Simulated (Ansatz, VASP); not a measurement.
Si in VASP and in Ansatz

```
Si
1.0
     0.00000    2.71850    2.71850
     2.71850    0.00000    2.71850
     2.71850    2.71850    0.00000
Si
2
Direct
  0.50000 0.50000 0.50000
  0.75000 0.75000 0.75000
```

Alike in both runs: task relaxation of cell and atoms; functional r2SCAN; k mesh 8 × 8 × 8; occupations gaussian, width 0.02 eV; no spin polarisation.

|  | VASP | Ansatz |
| --- | --- | --- |
| version | VASP 6.6.1 | Ansatz 0.2.0 |
| potentials or method | VASP PAW PBE potentials, release 64 (Si), cutoff 600 eV | scalar-relativistic, plane waves, PAW |
| valence electrons in the cell | 8 | 8 |

Ansatz gave:

```
gap on the k mesh at the Fermi level, each at its own relaxed structure (eV) : 0.81
relaxed volume (Å³/atom)                                                     : 20.17
relaxed length of the cell vector where the two differ most in proportion (Å)              : 3.850
```

**Question.** Estimate VASP's values.

**Answer.** gap on the k mesh at the Fermi level, each at its own relaxed structure (eV): 0.82; relaxed volume (Å³/atom): 20.12; relaxed length of the cell vector where the two differ most in proportion (Å): 3.847.

VASP's potentials were made for PBE, not for r2SCAN.
